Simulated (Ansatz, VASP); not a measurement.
**Two plane-wave programs on Mg5O**

```
Mg O
1.0
     3.09773    0.00000    0.00000
    -1.54886    2.68271    0.00000
     0.00000    0.00000   13.26903
Mg O
5 1
Direct
  0.66667 0.33333 0.09962
  0.00000 0.00000 0.29672
  0.66667 0.33333 0.50000
  0.00000 0.00000 0.70328
  0.66667 0.33333 0.90038
  0.00000 0.00000 0.00000
```

Change from the starting cell: species swapped into the Li5Mg type (P-6m2, No. 187).

Alike in both runs: functional PBE; k mesh 6 × 6 × 1; occupations gaussian, width 0.1 eV; collinear spin.

Ansatz relaxed the structure, and its values are those at the end. VASP's run is a single point on that final structure, the one shown.

|  | VASP | Ansatz |
| --- | --- | --- |
| version | VASP 6.6.1 | Ansatz 0.2.0 |
| potentials or method | VASP PAW PBE potentials, release 64 (Mg, O), cutoff 520 eV | scalar-relativistic, plane waves, PAW |
| valence electrons in the cell | 16 | 56 |

VASP gave:

* gap on the k mesh at the Fermi level (eV): none
* pressure (GPa): -0.3
* net moment per atom (μB): 0.00

Q: What did Ansatz give for the same quantities?

A: gap on the k mesh at the Fermi level (eV): none; pressure (GPa): -0.1; net moment per atom (μB): 0.00.

A gap of «none» marks a metal or a gap that the smearing closes. VASP's potentials hold 16 valence electrons a cell and Ansatz's 56, so a difference there can come from the potentials and not from the codes. Ansatz's warnings: seeded moment not kept.

The k mesh is coarse, so the values compare programs but aren't converged.
